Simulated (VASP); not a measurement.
**Ga: single point with PBEsol**

Crystal: Ga.

```xyz
2
Lattice="0.0000 2.8398 2.8398 2.8398 0.0000 2.8398 2.8398 2.8398 0.0000" Properties=species:S:1:pos:R:3 pbc="T T T"
Ga    0.7100    0.7100    0.7100
Ga    4.9697    4.9697    4.9697
```

This cell differs from its parent crystal: volume scaled by 0.96.

| Quantity | Value |
| --- | --- |
| Program | VASP 6.6.1 |
| Task | single point |
| Functional | PBEsol |
| Potentials or basis | VASP PAW PBE potentials, release 64 (Ga_d) |
| Cutoff | 520 eV |
| k mesh | 11 × 11 × 11 |
| Occupations | fermi-dirac, width 0.1 eV |
| Spin | no spin polarisation |

```yaml
Pressure: 2.0 GPa
Band_gap_on_the_k_mesh: zero (band 13 reaches 6.15 eV, above the bottom of band 14 at 1.88 eV)
```

Levels at points of the mesh, in eV from the Fermi level:
```tsv
k point	band 11	band 12	band 13	band 14	band 15	band 16
(0.00, 0.00, 0.00)	-9.86	3.04	3.04	3.04	4.49	5.08
```

It took 19 s on 1 thread of Intel(R) Xeon(R) 6975P-C (Granite Rapids), on a shared host, peak memory 0.18 GiB.

Caveat: the PAW data sets were made with another functional, which shifts forces and pressure a little.
